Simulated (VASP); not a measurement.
Input of a VASP 6.6.1 run:

INCAR

```
ALGO = Normal
EDIFF = 1E-6
ENCUT = 520
GGA = PE
ISIF = 2
ISMEAR = 0
LASPH = T
LCHARG = T
LELF = T
LREAL = Auto
LVHAR = T
LWAVE = F
NBANDS = 76
NELM = 100
PREC = Accurate
SIGMA = 0.2
```

Contents of KPOINTS:

```
k-points
0
Gamma
  3 2 3
```

Contents of POSCAR:

```
Hf3H
1.0
    6.3188239731      0.0000000000      0.0000000000
    0.0000000000      9.5530433961      0.0000000000
    0.0000000000      0.0000000000      4.6727310149
Hf H
12 4
Direct
    1.1185021599      0.7500000000      0.2536422736
    0.6185021599      0.7500000000      0.2463577264
    0.8731209012      0.9235193776      0.7419775202
    0.3731209012      0.9235193776      0.7580224798
    0.8731209012      0.5764806224      0.7419775202
    0.3731209012      0.5764806224      0.7580224798
   -0.1185021599      0.2500000000      0.7463577264
    0.3814978401      0.2500000000      0.7536422736
    0.6268790988      0.0764806224      0.2419775202
    0.1268790988      0.0764806224      0.2580224798
    0.1268790988      0.4235193776      0.2580224798
    0.6268790988      0.4235193776      0.2419775202
    0.3716187091      0.7500000000      0.5114881854
    0.8716187091      0.7500000000      0.9885118146
    0.6283812909      0.2500000000      0.4885118146
    0.1283812909      0.2500000000      0.0114881854
```

Potentials or basis: VASP PAW PBE potentials, release 64 (Hf_pv, H).

Run with:

```sh
$ cat potpaw_PBE.64/Hf_pv/POTCAR potpaw_PBE.64/H/POTCAR > POTCAR
$ mpirun -np 1 vasp_std > vasp.out
```

(1) Predict the band gap on the k mesh.

(2) Predict the largest force.

(3) What does it give for the pressure?

Results:

(1) zero (band 62 reaches 4.73 eV, above the bottom of band 63 at 4.42 eV).

(2) 0.030 eV/Å.

(3) -0.5 GPa.

Caveat: the k points lie up to 0.45 Å⁻¹ apart; spin-orbit coupling is left out, which moves the levels of the heavy elements.
